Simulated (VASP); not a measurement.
## Zn3O: relaxation of cell and atoms with PBE

Zn3O:

```xyz
4
Lattice="3.6503 0.0000 0.0000 0.0000 3.6503 0.0000 0.0000 0.0000 3.6503" Properties=species:S:1:pos:R:3 pbc="T T T"
Zn    0.0000    1.8252    1.8252
Zn    1.8252    0.0000    1.8252
Zn    1.8252    1.8252    0.0000
O     0.0000    0.0000    0.0000
```

```json
{"Program": "VASP 6.6.1", "Task": "relaxation of cell and atoms", "Functional": "PBE", "Potentials or basis": "VASP PAW PBE potentials, release 64 (Zn, O)", "Cutoff": "600 eV", "k mesh": "6 × 6 × 6", "Occupations": "gaussian, width 0.1 eV", "Spin": "no spin polarisation", "Dipole correction": "no", "Further INCAR settings": "ALGO = Normal; EDIFF = 1e-07; IBRION = 2; EDIFFG = -0.04; NSW = 90; ISIF = 3"}
```

```json
{
  "Relaxed volume": "13.47 Å³/atom",
  "Relaxed cell": "a = 3.777 Å, b = 3.777 Å, c = 3.777 Å, α = 90.00°, β = 90.00°, γ = 90.00°",
  "Space group after relaxing (to 0.1 Å)": "Pm-3m (No. 221)",
  "Energy gained by relaxing": "42.8 meV/atom",
  "Ionic steps": "3",
  "Pressure after relaxing": "0.0 GPa",
  "Band gap on the k mesh": "zero (bands 21 and 22 overlap by 3.47 eV)"
}
```

Step by step:
| step | energy change (eV) | largest force (eV/Å) | pressure (GPa) | volume (Å³) |
| --- | --- | --- | --- | --- |
| 1 | 0.0000 | 0.0000 | 11.51 | 48.64 |
| 2 | -0.1651 | 0.0000 | -1.73 | 55.05 |
| 3 | -0.1713 | 0.0000 | 0.03 | 53.88 |

Final structure:
```
CELL_PARAMETERS angstrom
3.77706 0.00000 0.00000
0.00000 3.77706 0.00000
0.00000 0.00000 3.77706
ATOMIC_POSITIONS crystal
Zn 0.00000 0.50000 0.50000
Zn 0.50000 0.00000 0.50000
Zn 0.50000 0.50000 0.00000
O 0.00000 0.00000 0.00000
```

Levels at points of the mesh, in eV from the Fermi level:
```
           k point  band 19  band 20  band 21  band 22  band 23  band 24
(0.00, 0.00, 0.00)    -3.83    -3.83     2.32     2.32     2.32     2.52
(0.50, 0.00, 0.00)    -2.97    -2.97    -1.34     2.50     2.50     4.36
(0.50, 0.50, 0.00)    -5.30    -2.60     0.11     0.35     0.35     5.61
(0.50, 0.50, 0.50)    -4.88    -3.47    -1.15    -1.15    -1.15     3.28
```

Wall time 110 s on 1 thread of AMD EPYC 7R13 (shared host), peak memory 0.15 GiB.
